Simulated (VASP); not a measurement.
Here is a VASP 6.6.1 calculation.

INCAR

```
ALGO = Normal
EDIFF = 1E-7
EDIFFG = -0.03
ENCUT = 500
GGA = PE
GGA_COMPAT = F
IBRION = 2
ISIF = 3
ISMEAR = 0
LASPH = T
LCHARG = F
LREAL = F
LWAVE = F
NELM = 120
NELMIN = 4
NSW = 80
PREC = Accurate
PSTRESS = 100.0
SIGMA = 0.1
```

KPOINTS

```
k-points
0
Gamma
  18 18 18
```

POSCAR

```
S
1.0
   -1.6650000000      1.6650000000      1.6650000000
    1.6650000000     -1.6650000000      1.6650000000
    1.6650000000      1.6650000000     -1.6650000000
S
1
Direct
    0.0000000000      0.0000000000      0.0000000000
```

Potentials or basis: VASP PAW PBE potentials, release 64 (S).

Command:

```console
$ cat potpaw_PBE.64/S/POTCAR > POTCAR
$ mpirun -np 1 vasp_std > vasp.out
```

What does it give for the relaxed volume?

14.27 Å³/atom.

What does it give for the band gap on the k mesh?

Zero (bands 3 and 4 overlap by 7.74 eV).

Estimate the relaxed cell.

a = 2.647 Å, b = 2.647 Å, c = 2.647 Å, α = 109.47°, β = 109.47°, γ = 109.47°.

Final structure:
```
CELL_PARAMETERS angstrom
-1.52808 1.52808 1.52808
1.52808 -1.52808 1.52808
1.52808 1.52808 -1.52808
ATOMIC_POSITIONS crystal
S 0.00000 0.00000 0.00000
```

Caveat: the cell is relaxed towards a set pressure, so the run minimises the enthalpy, not the energy; the volume moved by over 15 % at a fixed basis, so the end points are rough.
